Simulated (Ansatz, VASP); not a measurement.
## LiF in VASP and in Ansatz

```
Li F
1.0
     3.03009    0.00000    0.00000
    -1.51505    2.62414    0.00000
     0.00000    0.00000    4.65902
Li F
2 2
Direct
  0.33333 0.66667 0.38398
  0.66667 0.33333 0.88398
  0.33333 0.66667 0.99102
  0.66667 0.33333 0.49102
```

Alike in both runs: functional LDA; k mesh 9 × 9 × 6; occupations gaussian, width 0.02 eV; no spin polarisation.

Ansatz relaxed the structure, and its values are those at the end. VASP's run is a single point on that final structure, the one shown.

|  | VASP | Ansatz |
| --- | --- | --- |
| version | VASP 6.6.1 | Ansatz 0.2.0 |
| potentials or method | VASP PAW LDA potentials, release 64 (Li_sv, F), cutoff 520 eV | scalar-relativistic, plane waves, PAW |
| valence electrons in the cell | 20 | 20 |

```tsv
	VASP	Ansatz	Ansatz less VASP
gap on the k mesh at the Fermi level (eV)	7.82	7.83	+0.015
least direct gap on the mesh (eV)	7.82	7.83	+0.015
```

LDA's correlation is that of Perdew and Zunger in VASP and of Perdew and Wang (1992) in Ansatz.

Noted on VASP's run: the cutoff is short for stress, so the pressure is rough.
